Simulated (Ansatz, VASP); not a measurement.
## Two plane-wave programs on SiSeF2

```
CELL_PARAMETERS angstrom
4.82033 0.00000 0.00000
0.00000 4.82033 0.00000
0.00000 0.00000 2.64275
ATOMIC_POSITIONS crystal
Si 0.50000 0.50000 0.50000
Se 0.00000 0.00000 0.00000
F 0.00000 0.50000 0.00000
F 0.50000 0.00000 0.00000
```

Alike in both runs: functional PBE; k mesh 10 × 10 × 18; occupations gaussian, width 0.1 eV; no spin polarisation.

Ansatz relaxed the structure, and its values are those at the end. VASP's run is a single point on that final structure, the one shown.

```csv
,VASP,Ansatz
version,VASP 6.6.1,Ansatz 0.2.0
potentials or method,"VASP PAW PBE potentials, release 64 (Si, Se, F), cutoff 520 eV","scalar-relativistic, plane waves, PAW"
valence electrons in the cell,24,34
```

|  | VASP | Ansatz | Ansatz less VASP |
| --- | --- | --- | --- |
| gap on the k mesh at the Fermi level (eV) | none | none | - |
| pressure (GPa) | -0.2 | 0.0 | +0.24 |

A gap of «none» marks a metal or a gap that the smearing closes. VASP's potentials hold 24 valence electrons a cell and Ansatz's 34, so a difference there can come from the potentials and not from the codes.
